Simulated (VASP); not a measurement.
# Pb (I4/mmm) in VASP: a series of runs, part 2 of 2

VASP 6.6.1. The steps go on from the part before.

**4. Single point, PBE**

This run uses another cell than the first one, of the same volume but with other edges.

INCAR reads:

```
SYSTEM = Pb
ALGO = Fast ; EDIFF = 1E-6
ENCUT = 520 ; GGA = PE
ISIF = 2 ; ISMEAR = 0
LASPH = .TRUE. ; LCHARG = .TRUE.
LELF = .TRUE. ; LREAL = .FALSE.
LVHAR = .TRUE. ; LWAVE = .FALSE.
NBANDS = 13 ; NELM = 60
PREC = Accurate ; SIGMA = 0.15
```

KPOINTS reads:

```
k-points
0
G
  18 18 18
  0 0 0
```

POSCAR reads:

```
Pb
1.0
    0.0000000000      2.3241707841      2.7890049410
    2.3241707841      0.0000000000      2.7890049410
    2.3241707841      2.3241707841      0.0000000000
Pb
1
Direct
    0.0000000000      0.0000000000      0.0000000000
```

Potentials or basis: VASP PAW PBE potentials, release 64 (Pb_d).

The run is started by

```sh
> cat potpaw_PBE.64/Pb_d/POTCAR > POTCAR
> mpirun -np 1 vasp_std > vasp.out
```

OUTCAR:

```text
SYSTEM = Pb
   EDIFF = 1E-6
   ENCUT = 520
   GGA = PE
   ISIF = 2
   ISMEAR = 0
   LASPH = .TRUE.
   LREAL = .FALSE.
   NELM = 60
   PREC = Accurate

 ion  position               nearest neighbor table
   1  0.000  0.000  0.000-

  LATTYP: Found a body centered tetragonal cell.
 ALAT       =     3.2868738441
 C/A-ratio  =     1.6970562749

  Lattice vectors:

 A1 = (  -2.3241707841,   0.0000000000,   2.7890049410)
 A2 = (   2.3241707841,   0.0000000000,   2.7890049410)
 A3 = (   0.0000000000,   2.3241707841,  -2.7890049410)

Analysis of symmetry for initial positions (statically):
=====================================================================
 Subroutine PRICEL returns:
 Original cell was already a primitive cell.

 Routine SETGRP: Setting up the symmetry group for a
 body centered tetragonal supercell.

 Subroutine GETGRP returns: Found 16 space group operations
 (whereof 16 operations were pure point group operations)
 out of a pool of 16 trial point group operations.

The static configuration has the point symmetry D_4h.

Analysis of symmetry for dynamics (positions and initial velocities):
=====================================================================
 Subroutine PRICEL returns:
 Original cell was already a primitive cell.

 Routine SETGRP: Setting up the symmetry group for a
 body centered tetragonal supercell.

 Subroutine GETGRP returns: Found 16 space group operations
 (whereof 16 operations were pure point group operations)
 out of a pool of 16 trial point group operations.

The dynamic configuration has the point symmetry D_4h.

 Subroutine INISYM returns: Found 16 space group operations
 (whereof 16 operations are pure point group operations),
 and found     1 'primitive' translations

----------------------------------------------------------------------------------------

[... 110 lines left out ...]
     AMIX_MAG =   1.60;   BMIX_MAG =  1.00
  volume/ion in A,a.u.               =      30.13       203.33
  Fermi-wavevector in a.u.,A,eV,Ry     =   1.267980  2.396135 21.875082  1.607773
  Thomas-Fermi vector in A             =   2.401099
   LORBIT       =      0    0 simple, 1 ext, 2 COOP (PROOUT), +10 PAW based schemes
   GGA     = PE    functional components
   LHFCALC =     F    Hartree Fock is set to
   AEXX    =    0.0000 exact exchange contribution
   IVDW    =     0    specifies the selected vdW correction
   LEPSILON=     F    determine dielectric tensor
   LRPA    =     F    only Hartree local field effects (RPA)
 non-spin polarized calculation
 RMM-DIIS sequential band-by-band and
 Gauss-broadening in eV      SIGMA  =   0.15
  energy-cutoff  :      520.00
  volume of cell :       30.13
 maximum number of plane-waves:       830
   NGX = 13   NGY = 13   NGZ = 13

 number of electron      13.9999999 magnetization

 Free energy of the ion-electron system (eV)
  ---------------------------------------------------
  ext. energy  EPLUGINS =         0.00000000
  ---------------------------------------------------
  free energy    TOTEN  =        -3.51334392 eV

  energy without entropy =       -3.50745862  energy(sigma->0) =       -3.51040127

 E-fermi :   7.3637     XC(G=0): -10.2099

 val. band max:        7.3490007005   @ k =   0.3333   0.0000   0.1667
 cond. band min:       7.3642799338   @ k =   0.3333   0.2222   0.0000
 fundamental gap:      0.0152792332
 Fermi energy:         7.3637389045

 k-point     1 :       0.0000    0.0000    0.0000
  band No.  band energies     occupation
      1      -9.9182      2.00000
      2      -9.7201      2.00000
      3      -9.6484      2.00000
      4      -9.6484      2.00000
      5      -9.4927      2.00000
      6      -4.4692      2.00000
      7      14.4572      0.00000
      8      14.8535      0.00000
      9      14.8535      0.00000
     10      17.4458      0.00000
     11      18.4346      0.00000
     12      18.7254      0.00000
     13      19.9522      0.00000
[... 354 lines left out ...]
  band No.  band energies     occupation
      1      -9.8286      2.00000
      2      -9.7202      2.00000
      3      -9.6099      2.00000
      4      -9.5794      2.00000
      5      -9.5465      2.00000
      6      -3.2013      2.00000
      7       8.1906      0.00000
      8      11.9159      0.00000
      9      15.2365      0.00000
     10      16.4583      0.00000
     11      18.1487      0.00000
     12      20.3223      0.00000
     13      21.2050      0.00000

 [... further k-points ...]
[... 5 lines left out ...]
  --------------------------------------------------------------------------------------
  -------------------------------------------------------------------------------------
  Total        0.8302073      0.8302073      0.0669209      0.0000000      0.0000000      0.0000000
  in kB       44.1450240     44.1450240      3.5584170      0.0000000      0.0000000      0.0000000
  external PRESSURE =      30.6161550 kB  Pullay stress =       0.0000000 kB

 VOLUME and BASIS-vectors are now :
 -----------------------------------------------------------------------------
  energy-cutoff  :      520.00
  volume of cell :       30.13
      direct lattice vectors                 reciprocal lattice vectors
     0.000000000  2.324170784  2.789004941    -0.215130490  0.215130490  0.179275408
     2.324170784  0.000000000  2.789004941     0.215130490 -0.215130490  0.179275408
     2.324170784  2.324170784  0.000000000     0.215130490  0.215130490 -0.179275408

 POSITION                                       TOTAL-FORCE (eV/Angst)
 -----------------------------------------------------------------------------------
      0.00000      0.00000      0.00000         0.000000      0.000000      0.000000
 -----------------------------------------------------------------------------------
    total drift:                                0.000000     -0.000000     -0.000000

  FREE ENERGIE OF THE ION-ELECTRON SYSTEM (eV)
  ---------------------------------------------------
  free  energy   TOTEN  =        -3.5133439158 eV

  energy  without entropy=       -3.5074586201  energy(sigma->0) =       -3.51040127
```

Run time: 1.9 min. Hardware: 1 thread of Intel Xeon 6975P-C, shared host; peak memory 0.29 GiB.

Results:

* Free energy: -3.5133 eV
* Pressure: 3.1 GPa
* Band gap on the k mesh: zero (band 7 reaches 14.46 eV, above the bottom of band 8 at 5.19 eV)

Levels at points of the mesh, in eV from the Fermi level:
```csv
k point,band 3,band 4,band 5,band 6,band 7,band 8,band 9,band 10,band 11,band 12
"(0.00, 0.00, 0.00)",-17.01,-17.01,-16.86,-11.83,7.09,7.49,7.49,10.08,11.07,11.36
"(0.50, 0.00, 0.00)",-17.01,-16.86,-16.78,-8.10,-4.23,3.73,7.30,7.82,10.04,12.15
"(0.50, 0.50, 0.00)",-16.81,-16.81,-16.81,-8.16,-4.08,3.63,3.63,7.02,8.11,20.54
"(0.50, 0.00, 0.50)",-16.88,-16.84,-16.67,-5.97,-2.78,0.86,2.15,4.90,6.27,15.50
```

Caveat: spin-orbit coupling is left out, which moves the levels of the heavy elements.

**5. Summary**

| cell | further INCAR settings | gap on the mesh (eV) | pressure (GPa) |
| --- | --- | --- | --- |
| a = 3.811, b = 3.811, c = 3.112 Å, angles 65.9, 65.9, 48.2°, 1 atom | ALGO = Fast; EDIFF = 1e-06; NBANDS = 13 | none | 5.2 |
| a = 3.422, b = 3.422, c = 3.687 Å, angles 57.4, 57.4, 65.2°, 1 atom | ALGO = Fast; EDIFF = 1e-07; NBANDS = 13 | none | 2.7 |
| a = 3.630, b = 3.630, c = 3.287 Å, angles 63.1, 63.1, 53.8°, 1 atom | ALGO = Fast; EDIFF = 1e-06; NBANDS = 13 | none | 3.1 |

Alike in all rows: task single point; level PBE; potentials or basis VASP PAW PBE potentials, release 64 (Pb_d); no spin polarisation; k mesh 18 × 18 × 18; cutoff (eV) 520; smearing gaussian 0.15 eV.

Caveats: spin-orbit coupling is left out, which moves the levels of the heavy elements.

Absolute energies hang on the potentials; compare differences alone.
